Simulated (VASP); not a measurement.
Set up this calculation in VASP 6.6.1, as the native input.

```
Task                   : single point
Functional             : PBE
Potentials or basis    : VASP PAW PBE potentials, release 64 (Cr_pv)
Cutoff                 : 500 eV
k mesh                 : 10 × 10 × 10
Occupations            : gaussian, width 0.1 eV
Spin                   : no spin polarisation
Dipole correction      : no
Further INCAR settings : ALGO = Normal; EDIFF = 1e-06; NBANDS = 12
```

The structure of Cr lies in POSCAR:

```
Cr
1.0
   -1.4248462202      1.4248462202      1.4248462202
    1.4248462202     -1.4248462202      1.4248462202
    1.4248462202      1.4248462202     -1.4248462202
Cr
1
Direct
    0.0000000000      0.0000000000      0.0000000000
```

The input as run:

INCAR

```
PREC     = Accurate       # precision mode
ENCUT    = 500            # plane-wave cutoff, eV
EDIFF    = 1E-6           # SCF threshold, eV
ISMEAR   = 0              # smearing method
SIGMA    = 0.1            # smearing width, eV
LREAL    = False          # projectors in reciprocal space
LASPH    = True           # aspherical terms in the spheres
NELM     = 120            # most SCF steps
ALGO     = Normal         # electronic algorithm
ISIF     = 2              # what is computed and relaxed
LWAVE    = False          # write WAVECAR
LCHARG   = False          # write CHGCAR
GGA      = PE             # functional
NBANDS   = 12             # bands
GGA_COMPAT= False
```

KPOINTS

```
Automatic mesh
0
Gamma
  10 10 10
```

Potentials or basis: VASP PAW PBE potentials, release 64 (Cr_pv).

Run with:

```console
$ cat potpaw_PBE.64/Cr_pv/POTCAR > POTCAR
$ mpirun -np 1 vasp_std > vasp.out
```

It gave:

```json
{
  "Pressure": "-0.7 GPa",
  "Band gap on the k mesh": "zero (band 6 reaches 13.36 eV, above the bottom of band 7 at 10.02 eV)"
}
```

Caveat: the run has no spin polarisation, though such a crystal can be magnetic.

It took 13 s on 1 thread of Intel Xeon 8259CL, with other jobs on the host, peak memory 0.12 GiB.
